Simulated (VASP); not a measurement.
## BaTiO3: single point with PBE

The system is BaTiO3.

```xyz
5
Lattice="2.9118 1.6811 2.4145 -2.9118 1.6811 2.4145 0.0000 -3.3623 2.4145" Properties=species:S:1:pos:R:3 pbc="T T T"
Ba    0.0000    0.0000    0.0704
Ti    0.0000    0.0000    3.8062
O     0.0000   -1.6262    4.6927
O    -1.4083    0.8131    4.6927
O     1.4083    0.8131    4.6927
```

```
Program             : VASP 6.6.1
Task                : single point
Functional          : PBE
Potentials or basis : VASP PAW PBE potentials, release 64 (Ba_sv, Ti_sv, O)
Cutoff              : 520 eV
k mesh              : 6 × 6 × 6
Occupations         : gaussian, width 0.02 eV
Spin                : no spin polarisation
```

```yaml
Pressure: -3.2 GPa
Largest_force: 0.111 eV/Å
Band_gap_on_the_k_mesh: 2.88 eV (least direct gap 3.46 eV)
```

Forces in eV/Å, atoms in the order of the input:
```
Ba   0.000  0.000 -0.048
Ti   0.000  0.000 -0.111
O    0.000 -0.051  0.053
O   -0.045  0.026  0.053
O    0.045  0.026  0.053
```

Stress tensor (GPa, compression positive):
```
-3.13  0.00  0.00
 0.00 -3.13  0.00
 0.00  0.00 -3.27
```

Levels at points of the mesh, in eV from the valence-band top:
| k point | band 16 | band 17 | band 18 | band 19 | band 20 | band 21 | band 22 | band 23 | band 24 | band 25 |
| --- | --- | --- | --- | --- | --- | --- | --- | --- | --- | --- |
| (0.00, 0.00, 0.00) | -1.43 | -0.89 | -0.87 | -0.73 | -0.73 | 2.93 | 2.93 | 3.13 | 4.61 | 4.61 |
| (0.50, 0.00, 0.00) | -1.95 | -1.54 | -1.39 | -1.16 | -0.93 | 3.05 | 3.73 | 3.95 | 4.57 | 5.67 |
| (0.50, 0.50, 0.00) | -2.44 | -1.51 | -0.94 | -0.81 | -0.09 | 3.81 | 3.88 | 4.13 | 4.77 | 7.13 |
| (0.50, 0.50, 0.50) | -2.37 | -2.28 | -0.06 | -0.06 | 0.00 | 4.01 | 4.35 | 4.35 | 6.12 | 6.12 |

Run time: 64 s on 1 thread of Intel Xeon 8259CL (shared host), peak memory 0.22 GiB.

Caveat: the cell stands under tension; spin-orbit coupling is left out, which moves the levels of the heavy elements. A k mesh can miss the band edges.
